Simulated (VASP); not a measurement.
# InAs (I-4m2) in VASP: further runs

The runs below take InAs through single point, with r2SCAN.

Everything below comes from runs of VASP 6.6.1. Logs are shortened: lines on timing, memory, paths and dates and some standing lists are left out, and cuts for length are marked.

## 1. The cell of the first run

The structure is tetragonal, space group I-4m2 (No. 119). Conventional cell: a = 4.988 Å, b = 4.988 Å, c = 4.585 Å, α = 90.00°, β = 90.00°, γ = 90.00°. In (site symmetry -4m2) has 4 As at 2.74 Å within 3.6 Å. As (site symmetry -4m2) has 4 In at 2.74 Å within 3.6 Å.

## 2. Single point, r2SCAN

Contents of POSCAR:

```
InAs
1.0
    0.0000000000      3.5268385290      2.2924450438
    3.5268385290      0.0000000000      2.2924450438
    3.5268385290      3.5268385290      0.0000000000
In As
1 1
Direct
    0.0000000000      0.0000000000      0.0000000000
    0.7500000000      0.7500000000      0.7500000000
```

Contents of INCAR.step1:

```
PREC = Accurate
ENCUT = 520
ISMEAR = 0
SIGMA = 0.03
LREAL = F
LASPH = T
NELM = 100
NBANDS = 16
GGA = PE
ALGO = Normal
EDIFF = 1E-4
LWAVE = T
LCHARG = F
```

Contents of INCAR.step2:

```
PREC = Accurate
ENCUT = 520
EDIFF = 1E-6
ISMEAR = 0
SIGMA = 0.03
LREAL = F
LASPH = T
NELM = 100
ALGO = Normal
ISIF = 2
LWAVE = F
LCHARG = F
METAGGA = R2SCAN
LMIXTAU = T
NBANDS = 16
ISTART = 1
```

Contents of KPOINTS:

```
regular mesh
0
Gamma
  10 10 10
```

Potentials or basis: VASP PAW PBE potentials, release 64 (In_d, As).

Run with:

```
$ cat potpaw_PBE.64/In_d/POTCAR potpaw_PBE.64/As/POTCAR > POTCAR
$ cp INCAR.step1 INCAR
$ mpirun -np 1 vasp_std > vasp.out
$ cp INCAR.step2 INCAR
$ mpirun -np 1 vasp_std > vasp.out
```

OUTCAR:

```text
PREC = Accurate
   ENCUT = 520
   EDIFF = 1E-6
   ISMEAR = 0
   LREAL = F
   LASPH = T
   NELM = 100
   ISIF = 2
   METAGGA = R2SCAN
   ISTART = 1

 ion  position               nearest neighbor table
   1  0.000  0.000  0.000-   2 2.74   2 2.74   2 2.74   2 2.74
   2  0.750  0.750  0.750-   1 2.74   1 2.74   1 2.74   1 2.74

  LATTYP: Found a body centered tetragonal cell.
 ALAT       =     4.9877028800
 C/A-ratio  =     0.9192388155

  Lattice vectors:

 A1 = (   0.0000000000,  -3.5268385290,  -2.2924450438)
 A2 = (   0.0000000000,   3.5268385290,  -2.2924450438)
 A3 = (   3.5268385290,   0.0000000000,   2.2924450438)

Analysis of symmetry for initial positions (statically):
=====================================================================
 Subroutine PRICEL returns:
 Original cell was already a primitive cell.

 Routine SETGRP: Setting up the symmetry group for a
 body centered tetragonal supercell.

 Subroutine GETGRP returns: Found  8 space group operations
 (whereof  8 operations were pure point group operations)
 out of a pool of 16 trial point group operations.

The static configuration has the point symmetry D_2d.

Analysis of symmetry for dynamics (positions and initial velocities):
=====================================================================
 Subroutine PRICEL returns:
 Original cell was already a primitive cell.

 Routine SETGRP: Setting up the symmetry group for a
 body centered tetragonal supercell.

 Subroutine GETGRP returns: Found  8 space group operations
 (whereof  8 operations were pure point group operations)
 out of a pool of 16 trial point group operations.

The dynamic configuration has the point symmetry D_2d.

 Subroutine INISYM returns: Found  8 space group operations
 (whereof  8 operations are pure point group operations),
 and found     1 'primitive' translations

----------------------------------------------------------------------------------------

                                     Primitive cell

  volume of cell :      57.0296

  direct lattice vectors                    reciprocal lattice vectors
     0.000000000  3.526838529  2.292445044    -0.141770029  0.141770029  0.218107737
     3.526838529  0.000000000  2.292445044     0.141770029 -0.141770029  0.218107737
     3.526838529  3.526838529  0.000000000     0.141770029  0.141770029 -0.218107737

  length of vectors
     4.206411094  4.206411094  4.987702880     0.296257434  0.296257434  0.296257434

  position of ions in fractional coordinates (direct lattice)
     0.000000000  0.000000000  0.000000000
     0.750000000  0.750000000  0.750000000

  ion indices of the primitive-cell ions
   primitive index   ion index
                 1           1
                 2           2

----------------------------------------------------------------------------------------

 KPOINTS: regular mesh

Automatic generation of k-mesh.
 Grid dimensions read from file:
 generate k-points for:   10   10   10

 Generating k-lattice:

  Cartesian coordinates                     Fractional coordinates (reciprocal lattice)
    -0.014177003  0.014177003  0.021810774     0.100000000  0.000000000  0.000000000
     0.014177003 -0.014177003  0.021810774     0.000000000  0.100000000  0.000000000
     0.014177003  0.014177003 -0.021810774     0.000000000  0.000000000  0.100000000

  Length of vectors
     0.029625743  0.029625743  0.029625743

  Shift w.r.t. Gamma in fractional coordinates (k-lattice)
     0.000000000  0.000000000  0.000000000

 Subroutine IBZKPT returns following result:
 ===========================================

 Found    102 irreducible k-points:

 Following reciprocal coordinates:
            Coordinates               Weight
  0.000000  0.000000  0.000000      1.000000
  0.100000 -0.000000  0.000000      8.000000
  0.200000 -0.000000  0.000000      8.000000
  0.300000 -0.000000  0.000000      8.000000
  0.400000 -0.000000  0.000000      8.000000
  0.500000 -0.000000  0.000000      4.000000
[... 16 lines left out ...]
  0.300000  0.300000  0.000000      2.000000
  0.400000  0.300000  0.000000      8.000000
 [... further k-points ...]
   k-points           NKPTS =    102   k-points in BZ     NKDIM =    102   number of bands    NBANDS=     16
   number of dos      NEDOS =    301   number of ions     NIONS =      2
   total plane-waves  NPLWV =  40960
   dimension x,y,z NGX =    32 NGY =   32 NGZ =   40
   dimension x,y,z NGXF=    64 NGYF=   64 NGZF=   80
   ions per type =               1   1
   NGX,Y,Z   is equivalent  to a cutoff of  12.65, 12.65, 13.33 a.u.
   NGXF,Y,Z  is equivalent  to a cutoff of  25.29, 25.29, 26.66 a.u.
 SYSTEM =  unknown system
   PREC   = accura    normal or accurate (medium, high low for compatibility)
   ISTART =      1    job   : 0-new  1-cont  2-samecut
   ICHARG =      0    charge: 1-file 2-atom 10-const
   ISPIN  =      1    spin polarized calculation?
   LNONCOLLINEAR =      F non collinear calculations
   LSORBIT =      F    spin-orbit coupling
   LASPH  =      T    aspherical Exc in radial PAW
   ENCUT  =  520.0 eV  38.22 Ry    6.18 a.u.   7.82  7.82  9.27*2*pi/ulx,y,z
   NELM   =    100;   NELMIN=  2; NELMDL=  0     # of ELM steps
   EDIFF  = 0.1E-05   stopping-criterion for ELM
   LREAL  =      F    real-space projection
   EDIFFG = 0.1E-04   stopping-criterion for IOM
   NSW    =      0    number of steps for IOM
   IBRION =     -1    ionic relax: 0-MD 1-quasi-New 2-CG
   NFREE  =      0    steps in history (QN), initial steepest desc. (CG)
   ISIF   =      2    stress and relaxation
   ISYM   =      2    0-nonsym 1-usesym 2-fastsym
   POTIM  = 0.5000    time-step for ionic-motion
   TEBEG  =    0.0;   TEEND  =   0.0 temperature during run
   PSTRESS=    0.0 pullay stress
   NELECT =      18.0000    total number of electrons
   NUPDOWN=      -1.0000    fix difference up-down
   EMIN   =  10.00;   EMAX   =-10.00  energy-range for DOS
   EFERMI =   0.00;   METHOD = LEGACY
   ISMEAR =     0;   SIGMA  =   0.03  broadening in eV -4-tet -1-fermi 0-gaus
   EFERMI_NEDOS =   21; number of points for ismear=-14 and -15
   IALGO  =     38    algorithm
   IMIX   =      4    mixing-type and parameters
     AMIX     =   0.40;   BMIX     =  1.00
     AMIX_MAG =   1.60;   BMIX_MAG =  1.00
  volume/ion in A,a.u.               =      28.51       192.43
  Fermi-wavevector in a.u.,A,eV,Ry     =   1.114634  2.106353 16.904002  1.242409
  Thomas-Fermi vector in A             =   2.251231
   LORBIT       =      0    0 simple, 1 ext, 2 COOP (PROOUT), +10 PAW based schemes
   METAGGA = R2SCAN    functional components
   LHFCALC =     F    Hartree Fock is set to
   AEXX    =    0.0000 exact exchange contribution
   IVDW    =     0    specifies the selected vdW correction
   LEPSILON=     F    determine dielectric tensor
   LRPA    =     F    only Hartree local field effects (RPA)
 non-spin polarized calculation
 Gauss-broadening in eV      SIGMA  =   0.03
  energy-cutoff  :      520.00
  volume of cell :       57.03
 maximum number of plane-waves:      1564
   NGX = 15   NGY = 15   NGZ = 19

 number of electron      18.0000000 magnetization

 Free energy of the ion-electron system (eV)
  ---------------------------------------------------
  ext. energy  EPLUGINS =         0.00000000
  ---------------------------------------------------
  free energy    TOTEN  =       -37.56871812 eV

  energy without entropy =      -37.56828341  energy(sigma->0) =      -37.56850077

 E-fermi :   4.2190     XC(G=0):  -9.6312

 val. band max:        4.2184881034   @ k =   0.5000  -0.0000   0.0000
 cond. band min:       4.2409606865   @ k =   0.5000   0.5000   0.0000
 fundamental gap:      0.0224725831
 Fermi energy:         4.2189897782

 k-point     1 :       0.0000    0.0000    0.0000
  band No.  band energies     occupation
      1     -10.8773      2.00000
      2     -10.8773      2.00000
      3     -10.8577      2.00000
      4     -10.7889      2.00000
      5     -10.7402      2.00000
      6      -7.7897      2.00000
[... 8 lines left out ...]
     15      12.0931      0.00000
     16      13.4014      0.00000

 k-point     2 :       0.1000   -0.0000    0.0000
  band No.  band energies     occupation
      1     -10.8827      2.00000
      2     -10.8754      2.00000
      3     -10.8536      2.00000
      4     -10.7935      2.00000
      5     -10.7376      2.00000
      6      -7.6903      2.00000
[... 8 lines left out ...]
     15      12.2670      0.00000
     16      13.5303      0.00000

 k-point     3 :       0.2000   -0.0000    0.0000
  band No.  band energies     occupation
      1     -10.8974      2.00000
      2     -10.8712      2.00000
      3     -10.8450      2.00000
      4     -10.8024      2.00000
      5     -10.7295      2.00000
      6      -7.4072      2.00000
[... 8 lines left out ...]
     15      12.4401      0.00000
     16      14.6719      0.00000

 k-point     4 :       0.3000   -0.0000    0.0000
  band No.  band energies     occupation
      1     -10.9186      2.00000
      2     -10.8678      2.00000
      3     -10.8365      2.00000
      4     -10.8084      2.00000
      5     -10.7176      2.00000
      6      -6.9956      2.00000
[... 8 lines left out ...]
     15      13.5647      0.00000
     16      15.0604      0.00000
[... 324 lines left out ...]
 k-point    22 :      -0.2000    0.2000    0.0000
  band No.  band energies     occupation
      1     -10.9145      2.00000
      2     -10.8572      2.00000
      3     -10.8461      2.00000
      4     -10.8003      2.00000
      5     -10.7233      2.00000
      6      -7.0548      2.00000
[... 8 lines left out ...]
     15      12.2666      0.00000
     16      12.8869      0.00000

 k-point    23 :       0.3000    0.3000    0.0000
  band No.  band energies     occupation
      1     -10.9441      2.00000
      2     -10.8483      2.00000
      3     -10.8457      2.00000
      4     -10.8457      2.00000
      5     -10.6996      2.00000
      6      -6.3130      2.00000
[... 8 lines left out ...]
     15      13.2795      0.00000
     16      18.6557      0.00000

 k-point    24 :       0.4000    0.3000    0.0000
  band No.  band energies     occupation
      1     -10.9663      2.00000
      2     -10.8578      2.00000
      3     -10.8371      2.00000
      4     -10.8342      2.00000
      5     -10.6917      2.00000
      6      -5.9881      2.00000
[... 8 lines left out ...]
     15      14.4394      0.00000
     16      18.2419      0.00000

 [... further k-points ...]

------------------------ aborting loop because EDIFF is reached ----------------------------------------

  FORCE on cell =-STRESS in cart. coord.  units (eV):
  Direction    XX          YY          ZZ          XY          YZ          ZX
  --------------------------------------------------------------------------------------
  -------------------------------------------------------------------------------------
  Total       -2.1258986     -2.1258986      0.5896587      0.0000000     -0.0000000      0.0000000
  in kB      -59.7245734    -59.7245734     16.5657539      0.0000000     -0.0000000      0.0000000
  external PRESSURE =     -34.2944643 kB  Pullay stress =       0.0000000 kB

 VOLUME and BASIS-vectors are now :
 -----------------------------------------------------------------------------
  energy-cutoff  :      520.00
  volume of cell :       57.03
      direct lattice vectors                 reciprocal lattice vectors
     0.000000000  3.526838529  2.292445044    -0.141770029  0.141770029  0.218107737
     3.526838529  0.000000000  2.292445044     0.141770029 -0.141770029  0.218107737
     3.526838529  3.526838529  0.000000000     0.141770029  0.141770029 -0.218107737

 POSITION                                       TOTAL-FORCE (eV/Angst)
 -----------------------------------------------------------------------------------
      0.00000      0.00000      0.00000         0.000000      0.000000      0.000000
      5.29026      5.29026      3.43867        -0.000000     -0.000000     -0.000000
 -----------------------------------------------------------------------------------
    total drift:                                0.000017      0.000017     -0.000031

  FREE ENERGIE OF THE ION-ELECTRON SYSTEM (eV)
  ---------------------------------------------------
  free  energy   TOTEN  =       -37.5687181240 eV

  energy  without entropy=      -37.5682834096  energy(sigma->0) =      -37.56850077
```

Run time: 1.9 min. Hardware: 1 thread of Intel Xeon 6975P-C (Granite Rapids), shared host; peak memory 0.27 GiB.

What came out:

```
Free energy            : -37.5687 eV
Pressure               : -3.4 GPa
Band gap on the k mesh : zero (bands 9 and 10 overlap by 0.74 eV)
```

Caveat: the cell stands under tension; semilocal functionals underestimate gaps, so a narrow gap can read as zero; the PAW data sets were made with another functional, which shifts forces and pressure a little; spin-orbit coupling is left out, which moves the levels of the heavy elements.

(Part 1 of 2 ends here.)
